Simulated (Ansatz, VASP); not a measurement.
**Si4Cl in VASP and in Ansatz**

```xyz
5
Lattice="3.8333 0.0000 0.0000 -1.9167 3.3198 0.0000 0.0000 0.0000 21.0084" Properties=species:S:1:pos:R:3 pbc="T T T"
Si    0.0000    2.2132    4.0000
Si    0.0000    0.0000    4.7825
Si    0.0000    0.0000    7.2526
Si    1.9167    1.1066    7.9084
Cl    3.8333    2.2132   11.0084
```

Alike in both runs: task single point; functional PBE; dispersion D3(BJ); k mesh 9 × 9 × 1; occupations gaussian, width 0.05 eV; collinear spin.

```csv
,VASP,Ansatz
version,VASP 6.6.1,Ansatz 0.2.0
potentials or method,"VASP PAW PBE potentials, release 64 (Si, Cl), cutoff 400 eV","scalar-relativistic, plane waves, PAW"
valence electrons in the cell,23,23
```

```tsv
	VASP	Ansatz	Ansatz less VASP
gap on the k mesh at the Fermi level (eV)	none	none	-
rms of the force components (eV/Å)	0.277	0.278	+0.0008
net moment per atom (μB)	0.20	0.20	0.000
size of the moment on the site where the two differ most (μB)	0.49	0.64	+0.148
```

Site moments also hang on the region over which each program counts them. Atom by atom the forces differ by 0.003 eV/Å (rms over components). A gap of «none» marks a metal or a gap that the smearing closes.
